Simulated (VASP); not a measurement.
# Ga3Sb2As (I-4m2) in VASP: single point with PBE

Aim: the single point of Ga3Sb2As with PBE.

Everything below comes from runs of VASP 6.6.1. Logs are shortened: lines on timing, memory, paths and dates and some standing lists are left out, and cuts for length are marked.

### Step 1. The cell of the first run

Symmetry: I-4m2, No. 119, tetragonal system. Conventional cell: a = 4.287 Å, b = 4.287 Å, c = 18.181 Å, α = 90.00°, β = 90.00°, γ = 90.00°. Within 3.4 Å of Ga (site symmetry 2mm) lie 2 As at 2.55 Å and 2 Sb at 2.66 Å. Ga (site symmetry -4m2) has 4 Sb at 2.66 Å within 3.5 Å. Within 3.5 Å of Sb (site symmetry 2mm) lie 4 Ga at 2.66 Å. Within 3.4 Å of As (site symmetry -4m2) lie 4 Ga at 2.55 Å.

### Step 2. Single point, PBE

INCAR reads:

```
SYSTEM = Ga3Sb2As
PREC = Accurate
ENCUT = 520
EDIFF = 1E-6
ISMEAR = 0
SIGMA = 0.1
LREAL = .FALSE.
LASPH = .TRUE.
NELM = 80
ALGO = Normal
ISIF = 2
LWAVE = .FALSE.
LCHARG = .FALSE.
GGA = PE
NBANDS = 36
```

KPOINTS reads:

```
Automatic mesh
0
G
  6 6 6
  0 0 0
```

POSCAR reads:

```
Ga3Sb2As
1.0
   -2.1433807000      2.1433807000      9.0902807000
    2.1433807000     -2.1433807000      9.0902807000
    2.1433807000      2.1433807000     -9.0902807000
Ga Sb As
3 2 1
Direct
    0.8259560000      0.8259560000      0.0000000000
    0.5000000000      0.5000000000      0.0000000000
    0.1740440000      0.1740440000      0.0000000000
    0.4130620000      0.9130620000      0.5000000000
    0.0869380000      0.5869380000      0.5000000000
    0.7500000000      0.2500000000      0.5000000000
```

Potentials or basis: VASP PAW PBE potentials, release 64 (Ga_d, Sb, As).

Launch:

```console
> cat potpaw_PBE.64/Ga_d/POTCAR potpaw_PBE.64/Sb/POTCAR potpaw_PBE.64/As/POTCAR > POTCAR
> mpirun -np 1 vasp_std > vasp.out
```

OUTCAR:

```text
SYSTEM = Ga3Sb2As
   PREC = Accurate
   ENCUT = 520
   EDIFF = 1E-6
   ISMEAR = 0
   LREAL = .FALSE.
   LASPH = .TRUE.
   NELM = 80
   ISIF = 2
   GGA = PE

 ion  position               nearest neighbor table
   1  0.826  0.826  0.000-   6 2.55   6 2.55   4 2.66   4 2.66
   2  0.500  0.500  0.000-   5 2.66   4 2.66   5 2.66   4 2.66
   3  0.174  0.174  0.000-   6 2.55   6 2.55   5 2.66   5 2.66
   4  0.413  0.913  0.500-   2 2.66   2 2.66   1 2.66   1 2.66
   5  0.087  0.587  0.500-   2 2.66   2 2.66   3 2.66   3 2.66
   6  0.750  0.250  0.500-   1 2.55   3 2.55   1 2.55   3 2.55

  LATTYP: Found a body centered tetragonal cell.
 ALAT       =     4.2867614000
 C/A-ratio  =     4.2410947808

  Lattice vectors:

 A1 = (  -2.1433807000,   2.1433807000,   9.0902807000)
 A2 = (   2.1433807000,  -2.1433807000,   9.0902807000)
 A3 = (   2.1433807000,   2.1433807000,  -9.0902807000)

Analysis of symmetry for initial positions (statically):
=====================================================================
 Subroutine PRICEL returns:
 Original cell was already a primitive cell.

 Routine SETGRP: Setting up the symmetry group for a
 body centered tetragonal supercell.

 Subroutine GETGRP returns: Found  8 space group operations
 (whereof  8 operations were pure point group operations)
 out of a pool of 16 trial point group operations.

The static configuration has the point symmetry D_2d.

Analysis of symmetry for dynamics (positions and initial velocities):
=====================================================================
 Subroutine PRICEL returns:
 Original cell was already a primitive cell.

 Routine SETGRP: Setting up the symmetry group for a
 body centered tetragonal supercell.

 Subroutine GETGRP returns: Found  8 space group operations
 (whereof  8 operations were pure point group operations)
 out of a pool of 16 trial point group operations.

The dynamic configuration has the point symmetry D_2d.

 Subroutine INISYM returns: Found  8 space group operations
 (whereof  8 operations are pure point group operations),
 and found     1 'primitive' translations

----------------------------------------------------------------------------------------

                                     Primitive cell

  volume of cell :     167.0459

  direct lattice vectors                    reciprocal lattice vectors
    -2.143380700  2.143380700  9.090280700     0.000000000  0.233276338  0.055003802
[... 97 lines left out ...]
   NSW    =      0    number of steps for IOM
   IBRION =     -1    ionic relax: 0-MD 1-quasi-New 2-CG
   NFREE  =      0    steps in history (QN), initial steepest desc. (CG)
   ISIF   =      2    stress and relaxation
   ISYM   =      2    0-nonsym 1-usesym 2-fastsym
   POTIM  = 0.5000    time-step for ionic-motion
   TEBEG  =    0.0;   TEEND  =   0.0 temperature during run
   PSTRESS=    0.0 pullay stress
   NELECT =      54.0000    total number of electrons
   NUPDOWN=      -1.0000    fix difference up-down
   EMIN   =  10.00;   EMAX   =-10.00  energy-range for DOS
   EFERMI =   0.00;   METHOD = LEGACY
   ISMEAR =     0;   SIGMA  =   0.10  broadening in eV -4-tet -1-fermi 0-gaus
   EFERMI_NEDOS =   21; number of points for ismear=-14 and -15
   IALGO  =     38    algorithm
   IMIX   =      4    mixing-type and parameters
     AMIX     =   0.40;   BMIX     =  1.00
     AMIX_MAG =   1.60;   BMIX_MAG =  1.00
  volume/ion in A,a.u.               =      27.84       187.88
  Fermi-wavevector in a.u.,A,eV,Ry     =   1.123554  2.123210 17.175648  1.262375
  Thomas-Fermi vector in A             =   2.260221
   LORBIT       =      0    0 simple, 1 ext, 2 COOP (PROOUT), +10 PAW based schemes
   GGA     = PE    functional components
   LHFCALC =     F    Hartree Fock is set to
   AEXX    =    0.0000 exact exchange contribution
   IVDW    =     0    specifies the selected vdW correction
   LEPSILON=     F    determine dielectric tensor
   LRPA    =     F    only Hartree local field effects (RPA)
 non-spin polarized calculation
 Gauss-broadening in eV      SIGMA  =   0.10
  energy-cutoff  :      520.00
  volume of cell :      167.05
 maximum number of plane-waves:      4544
   NGX = 35   NGY = 35   NGZ = 35

 number of electron      54.0000013 magnetization

 Free energy of the ion-electron system (eV)
  ---------------------------------------------------
  ext. energy  EPLUGINS =         0.00000000
  ---------------------------------------------------
  free energy    TOTEN  =       -22.84702935 eV

  energy without entropy =      -22.84618587  energy(sigma->0) =      -22.84660761

 E-fermi :   4.2389     XC(G=0):  -9.0400

 val. band max:        4.2195070094   @ k =   0.0000   0.0000   0.0000
 cond. band min:       4.4861226208   @ k =  -0.3333   0.3333   0.3333
 fundamental gap:      0.2666156114
 Fermi energy:         4.2389068944

 k-point     1 :       0.0000    0.0000    0.0000
  band No.  band energies     occupation
      1     -10.8044      2.00000
      2     -10.7635      2.00000
      3     -10.7550      2.00000
      4     -10.7550      2.00000
      5     -10.7350      2.00000
      6     -10.7350      2.00000
[... 925 lines left out ...]
     35       8.2508      0.00000
     36       9.1895      0.00000

 [... further k-points ...]

------------------------ aborting loop because EDIFF is reached ----------------------------------------

  FORCE on cell =-STRESS in cart. coord.  units (eV):
  Direction    XX          YY          ZZ          XY          YZ          ZX
  --------------------------------------------------------------------------------------
  -------------------------------------------------------------------------------------
  Total        0.1983668      0.1983668     -0.0303538      0.0000000      0.0000000      0.0000000
  in kB        1.9025833      1.9025833     -0.2911302      0.0000000      0.0000000      0.0000000
  external PRESSURE =       1.1713454 kB  Pullay stress =       0.0000000 kB

 VOLUME and BASIS-vectors are now :
 -----------------------------------------------------------------------------
  energy-cutoff  :      520.00
  volume of cell :      167.05
      direct lattice vectors                 reciprocal lattice vectors
    -2.143380700  2.143380700  9.090280700     0.000000000  0.233276338  0.055003802
     2.143380700 -2.143380700  9.090280700     0.233276338  0.000000000  0.055003802
     2.143380700  2.143380700 -9.090280700     0.233276338  0.233276338  0.000000000

 POSITION                                       TOTAL-FORCE (eV/Angst)
 -----------------------------------------------------------------------------------
      0.00000      0.00000     15.01634         0.000000      0.000000      0.002061
      0.00000      0.00000      9.09028        -0.000000     -0.000000     -0.000000
      0.00000      0.00000      3.16422         0.000000      0.000000     -0.002061
      2.14338      0.00000      7.50970        -0.000000     -0.000000      0.000181
      2.14338      0.00000      1.58058        -0.000000     -0.000000     -0.000181
      0.00000      2.14338      4.54514        -0.000000     -0.000000     -0.000000
 -----------------------------------------------------------------------------------
    total drift:                                0.000002     -0.000002     -0.000000

  FREE ENERGIE OF THE ION-ELECTRON SYSTEM (eV)
  ---------------------------------------------------
  free  energy   TOTEN  =       -22.8470293514 eV

  energy  without entropy=      -22.8461858729  energy(sigma->0) =      -22.84660761
```

OSZICAR:

```text
N       E                     dE             d eps       ncg     rms          rms(c)
DAV:   1     0.409676436851E+03    0.40968E+03   -0.24358E+04  2212   0.193E+03
DAV:   2     0.317290209903E+02   -0.37795E+03   -0.36604E+03  2404   0.479E+02
DAV:   3    -0.206192076930E+02   -0.52348E+02   -0.51468E+02  2528   0.142E+02
DAV:   4    -0.230226193632E+02   -0.24034E+01   -0.23896E+01  2572   0.314E+01
DAV:   5    -0.230865274472E+02   -0.63908E-01   -0.63835E-01  2712   0.503E+00    0.520E+00
DAV:   6    -0.228754332362E+02    0.21109E+00   -0.39192E-01  2904   0.699E+00    0.311E+00
DAV:   7    -0.228447003910E+02    0.30733E-01   -0.25383E-01  2472   0.254E+00    0.648E-01
DAV:   8    -0.228452200245E+02   -0.51963E-03   -0.44213E-02  2592   0.205E+00    0.137E-01
DAV:   9    -0.228464446787E+02   -0.12247E-02   -0.63569E-03  2592   0.739E-01    0.648E-02
DAV:  10    -0.228467730637E+02   -0.32838E-03   -0.74268E-04  2740   0.194E-01    0.422E-02
DAV:  11    -0.228470055374E+02   -0.23247E-03   -0.25891E-04  2408   0.683E-02    0.103E-02
DAV:  12    -0.228470270871E+02   -0.21550E-04   -0.29325E-05  2660   0.268E-02    0.550E-03
DAV:  13    -0.228470288739E+02   -0.17867E-05   -0.59391E-06  2144   0.151E-02    0.238E-03
DAV:  14    -0.228470293514E+02   -0.47752E-06   -0.41435E-07  1592   0.788E-03
   1 F= -.22847029E+02 E0= -.22846608E+02  d E =-.843478E-03
```

It took 11 min on 1 thread of AMD EPYC 7R13 (Zen 3), shared host; peak memory 0.77 GiB.

Results:

* Free energy: -22.8470 eV
* Pressure: 0.1 GPa
* Band gap on the k mesh: zero (filled and empty bands touch)

Forces on the atoms (eV/Å):
```
Ga   0.000  0.000  0.002
Ga   0.000  0.000  0.000
Ga   0.000  0.000 -0.002
Sb   0.000  0.000  0.000
Sb   0.000  0.000  0.000
As   0.000  0.000  0.000
```

Levels at points of the mesh, in eV from the Fermi level:
```csv
k point,band 24,band 25,band 26,band 27,band 28,band 29,band 30,band 31
"(0.00, 0.00, 0.00)",-1.86,-0.36,-0.10,-0.02,-0.02,0.99,1.25,2.12
"(0.50, 0.00, 0.00)",-1.76,-1.16,-0.93,-0.88,0.29,1.60,2.03,3.77
"(0.50, 0.50, 0.00)",-2.98,-2.93,-2.52,-2.49,1.08,1.31,2.54,2.80
"(0.50, 0.50, 0.50)",-1.18,-1.18,-0.77,-0.77,0.96,1.26,1.64,1.99
```

Caveat: spin-orbit coupling is left out, which moves the levels of the heavy elements.
